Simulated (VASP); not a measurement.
# CdSe (Fm-3m) in VASP: notebook, part 3 of 3

VASP 6.6.1. Earlier steps stand in the parts before.

## 7. Single point, r2SCAN

This run uses another cell than the first one, of 25.64 Å³/atom.

Contents of POSCAR:

```
CdSe
1.0
    0.0000000000      2.9486394311      2.9486394311
    2.9486394311      0.0000000000      2.9486394311
    2.9486394311      2.9486394311      0.0000000000
Cd Se
1 1
Direct
    0.0000000000      0.0000000000      0.0000000000
    0.5000000000      0.5000000000      0.5000000000
```

Contents of INCAR.step1:

```
SYSTEM = CdSe
ALGO = Normal ; EDIFF = 1E-5
ENCUT = 550 ; GGA = PE
GGA_COMPAT = .FALSE. ; ISMEAR = 0
LASPH = .TRUE. ; LCHARG = .FALSE.
LREAL = .FALSE. ; LWAVE = .TRUE.
NBANDS = 16 ; NELM = 120
PREC = Accurate ; SIGMA = 0.01
```

Contents of INCAR.step2:

```
SYSTEM = CdSe
ALGO = Normal ; EDIFF = 1E-6
ENCUT = 550 ; GGA_COMPAT = .FALSE.
ISIF = 2 ; ISMEAR = 0
ISTART = 1 ; LASPH = .TRUE.
LCHARG = .TRUE. ; LELF = .TRUE.
LMIXTAU = .TRUE. ; LREAL = .FALSE.
LVHAR = .TRUE. ; LWAVE = .FALSE.
METAGGA = R2SCAN ; NBANDS = 16
NELM = 120 ; PREC = Accurate
SIGMA = 0.01
```

Contents of KPOINTS:

```
k-points
0
G
  6 6 6
  0 0 0
```

Run with:

```sh
cat potpaw_PBE.64/Cd/POTCAR potpaw_PBE.64/Se/POTCAR > POTCAR
cp INCAR.step1 INCAR
mpirun -np 1 vasp_std > vasp.out
cp INCAR.step2 INCAR
mpirun -np 1 vasp_std > vasp.out
```

Wall time 40 s (1 thread of AMD EPYC 9R45 (Zen 5), shared host); peak memory 0.16 GiB.

It converged, with:

- Free energy: -35.5959 eV
- Pressure: -5.7 GPa
- Band gap on the k mesh: 0.02 eV (least direct gap 0.87 eV)

Levels at points of the mesh, in eV from the valence-band top:
```csv
k point,band 7,band 8,band 9,band 10,band 11,band 12
"(0.00, 0.00, 0.00)",-0.46,-0.46,-0.46,0.41,9.12,9.12
"(0.50, 0.00, 0.00)",-4.51,-0.03,-0.03,3.63,5.83,5.83
"(0.50, 0.50, 0.00)",-3.61,-1.76,-1.76,0.02,6.00,9.96
```

Caveat: the cell stands under tension; the PAW data sets were made with another functional, which shifts forces and pressure a little.

## 8. Overview

| cell | gap on the mesh (eV) | pressure (GPa) |
| --- | --- | --- |
| a = 3.953 Å, angles 60.0°, 2 atoms | 0.02 | 4.5 |
| a = 3.991 Å, angles 60.0°, 2 atoms | 0.03 | 2.1 |
| a = 4.028 Å, angles 60.0°, 2 atoms | 0.04 | 0.0 |
| a = 4.100 Å, angles 60.0°, 2 atoms | 0.03 | -3.3 |
| a = 4.135 Å, angles 60.0°, 2 atoms | 0.03 | -4.6 |
| a = 4.170 Å, angles 60.0°, 2 atoms | 0.02 | -5.7 |

Alike in all rows: task single point; level r2SCAN; potentials or basis VASP PAW PBE potentials, release 64 (Cd, Se); no spin polarisation; k mesh 6 × 6 × 6; cutoff (eV) 550; smearing gaussian 0.01 eV.

Caveats: the PAW data sets were made with another functional, which shifts forces and pressure a little; the cell stands under tension (at least some runs); the cell stands under pressure (at least some runs).

Total energies depend on the potentials used, so only differences within one code and one set of settings carry meaning.
